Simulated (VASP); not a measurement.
Here is a VASP 6.6.1 calculation.

File INCAR:

```
SYSTEM = Zr2Si3
ALGO     = Normal         ! electronic algorithm
EDIFF    = 1E-6           ! SCF threshold, eV
ENCUT    = 520            ! plane-wave cutoff, eV
GGA      = PE             ! functional
ISIF     = 2              ! what is computed and relaxed
ISMEAR   = 0              ! smearing method
LASPH    = .True.         ! aspherical terms in the spheres
LCHARG   = .False.        ! write CHGCAR
LREAL    = .False.        ! projectors in reciprocal space
LWAVE    = .False.        ! write WAVECAR
NBANDS   = 26             ! bands
NELM     = 80             ! most SCF steps
PREC     = Accurate       ! precision mode
SIGMA    = 0.1            ! smearing width, eV
```

The input KPOINTS:

```
k-points
0
Gamma
  4 4 4
  0 0 0
```

Contents of POSCAR:

```
Zr2Si3
1.0
    4.8635252278      0.0000000000      0.0000000000
    0.0000000000      4.8635252278      0.0000000000
    0.0000000000      0.0000000000      4.8635252278
Zr Si
2 3
Direct
    0.0000000000      0.0000000000      0.0000000000
    0.5000000000      0.5000000000      0.5000000000
    0.5000000000      0.0000000000      0.0000000000
    0.0000000000      0.5000000000      0.0000000000
    0.0000000000      0.0000000000      0.5000000000
```

Potentials or basis: VASP PAW PBE potentials, release 64 (Zr_sv, Si).

Run with:

```console
$ cat potpaw_PBE.64/Zr_sv/POTCAR potpaw_PBE.64/Si/POTCAR > POTCAR
$ mpirun -np 1 vasp_std > vasp.out
```

(1) Estimate the band gap on the k mesh.

(2) Predict the pressure.

## Answers

(1) zero (bands 18 and 19 overlap by 0.59 eV).

(2) -0.1 GPa.
